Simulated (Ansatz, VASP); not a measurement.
One calculation of SiO2, two programs

Contents of INCAR:

```
SYSTEM = SiO2
  PREC = Accurate
  ENCUT = 520
  EDIFF = 1E-7
  ISMEAR = -1
  SIGMA = 0.02
  LREAL = .FALSE.
  LASPH = .TRUE.
  NELM = 80
  ALGO = Normal
  ISIF = 2
  LWAVE = .FALSE.
  LCHARG = .TRUE.
  GGA = PE
  LELF = .TRUE.
  LVHAR = .TRUE.
  NBANDS = 44
```

Contents of KPOINTS:

```
regular mesh
0
G
  6 6 4
  0 0 0
```

Contents of POSCAR:

```
SiO2
1.0
    4.9791963789      0.0000000000      0.0000000000
    0.0000000000      4.9791963789      0.0000000000
    0.0000000000      0.0000000000      6.9149501424
Si O
4 8
Direct
    0.6975454648      0.6975454648      0.5000000000
    0.8024545352      0.1975454648      0.7500000000
    0.1975454648      0.8024545352      0.2500000000
    0.3024545352      0.3024545352      0.0000000000
    0.8907366699      0.7618304501      0.3185486099
    0.1092633301      0.2381695499      0.8185486099
    0.7618304501      0.8907366699      0.6814513901
    0.2618304501      0.6092633301      0.0685486099
    0.2381695499      0.1092633301      0.1814513901
    0.3907366699      0.7381695499      0.4314513901
    0.6092633301      0.2618304501      0.9314513901
    0.7381695499      0.3907366699      0.5685486099
```

Input for Ansatz:

```yaml
crystal:
  lattice:
    - [4.9791963789, 0.0, 0.0]
    - [0.0, 4.9791963789, 0.0]
    - [0.0, 0.0, 6.9149501424]
  atoms:
    - { symbol: Si, position: [0.6975454648, 0.6975454648, 0.5] }
    - { symbol: Si, position: [0.8024545352, 0.1975454648, 0.75] }
    - { symbol: Si, position: [0.1975454648, 0.8024545352, 0.25] }
    - { symbol: Si, position: [0.3024545352, 0.3024545352, 0.0] }
    - { symbol: O, position: [0.8907366699, 0.7618304501, 0.3185486099] }
    - { symbol: O, position: [0.1092633301, 0.2381695499, 0.8185486099] }
    - { symbol: O, position: [0.7618304501, 0.8907366699, 0.6814513901] }
    - { symbol: O, position: [0.2618304501, 0.6092633301, 0.0685486099] }
    - { symbol: O, position: [0.2381695499, 0.1092633301, 0.1814513901] }
    - { symbol: O, position: [0.3907366699, 0.7381695499, 0.4314513901] }
    - { symbol: O, position: [0.6092633301, 0.2618304501, 0.9314513901] }
    - { symbol: O, position: [0.7381695499, 0.3907366699, 0.5685486099] }
kpoints:
  mp_grid: { grid: [6, 6, 4] }
  band_path:
    path:
      - [[0.0, 0.0, 0.0], [7.004350934758e-53, 0.5, 8.674509753618e-34], [0.5, 0.5, 8.674509753618e-34], [0.0, 0.0, 0.0], [1.317666651242e-84, -1.743372638867e-50, 0.5], [7.004350934758e-53, 0.5, 0.5], [0.5, 0.5, 0.5], [1.317666651242e-84, -1.743372638867e-50, 0.5]]
      - [[7.004350934758e-53, 0.5, 8.674509753618e-34], [7.004350934758e-53, 0.5, 0.5]]
      - [[0.5, 0.5, 8.674509753618e-34], [0.5, 0.5, 0.5]]
    npoints: 10
hamiltonian:
  xc: pbe
scf:
  occupations: { method: fermi_dirac, width: 0.02 }
  n_extra_bands: 7
output:
  forces: true
  stress: true
  eigenvalues: true
```

Alike in both runs: task single point; functional PBE; k mesh 6 × 6 × 4; occupations fermi-dirac, width 0.02 eV; no spin polarisation.

```csv
,VASP,Ansatz
version,VASP 6.6.1,Ansatz 0.2.0
potentials or method,"VASP PAW PBE potentials, release 64 (Si, O)","plane waves, PAW"
plane-wave cutoff (eV),520,420
valence electrons in the cell,64,64
```

|  | VASP | Ansatz | Ansatz less VASP |
| --- | --- | --- | --- |
| gap on the k mesh at the Fermi level (eV) | 5.73 | 5.73 | -0.002 |
| pressure (GPa) | 4.8 | 4.7 | -0.13 |
| traceless stress, the component that is largest in VASP (GPa) | 0.11 | 0.14 | +0.032 |
| rms of the force components (eV/Å) | 0.127 | 0.129 | +0.0019 |

Atom by atom the forces differ by 0.009 eV/Å (rms over components).
